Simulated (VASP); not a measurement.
Crystal: I.

```
I
1.0
    -2.04083    2.04083    2.04083
     2.04083   -2.04083    2.04083
     2.04083    2.04083   -2.04083
I
1
Direct
  0.00000 0.00000 0.00000
```

* Program: VASP 6.6.1
* Task: relaxation of cell and atoms
* Functional: LDA
* Potentials or basis: VASP PAW LDA potentials, release 64 (I)
* Cutoff: 600 eV
* k mesh: 13 × 13 × 13
* Occupations: fermi-dirac, width 0.08 eV
* Spin: no spin polarisation

At the start: pressure -2.1 GPa; volume 34.00 Å³/atom.

**Question.** Where does the relaxation end?

**Answer.** Over 3 steps the energy falls by 15.6 meV/atom and the volume is 31.79 Å³/atom (-6.5 %); space group Im-3m (No. 229, to 0.1 Å) before and after.

Step by step:
```
step  energy change (eV)  largest force (eV/Å)  pressure (GPa)  volume (Å³)
   1              0.0000                0.0000           -2.09        34.00
   2             -0.0156                0.0000           -0.08        31.86
   3             -0.0156                0.0000           -0.02        31.79
```

Final structure:
```yaml
crystal:
  lattice:
    - [-1.99568, 1.99568, 1.99568]
    - [1.99568, -1.99568, 1.99568]
    - [1.99568, 1.99568, -1.99568]
  atoms:
    - { symbol: I, position: [0.00000, 0.00000, 0.00000] }
```

Caveat: an odd number of electrons without spin polarisation forces a metal; a magnetic or distorted state may lie lower.
